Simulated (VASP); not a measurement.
Rh:

```
CELL_PARAMETERS angstrom
0.00000 1.89785 1.89785
1.89785 0.00000 1.89785
1.89785 1.89785 0.00000
ATOMIC_POSITIONS crystal
Rh 0.00000 0.00000 0.00000
```

Base run:

* Program: VASP 6.6.1
* Functional: BLYP
* Potentials or basis: VASP PAW PBE potentials, release 64 (Rh_pv)
* Cutoff: 520 eV
* k mesh: 12 × 12 × 12
* Occupations: fermi-dirac, width 0.05 eV
* Spin: no spin polarisation

Its results: band gap on the k mesh zero (an odd number of electrons rules out a gap without spin polarisation); pressure 22.0 GPa.

**Question.** The run is repeated on the same cell with these changes: functional from BLYP to PBE-based screened hybrid with 25 % exact exchange; k mesh from 12 × 12 × 12 to 6 × 6 × 6. What comes out?

**Answer.** Band gap on the k mesh zero (an odd number of electrons rules out a gap without spin polarisation); pressure -1.0 GPa.

Several settings changed at once.

Caveats: some runs use coarse meshes; the PAW data sets were made with another functional, which shifts forces and pressure a little; the cell stands under pressure (at least some runs).
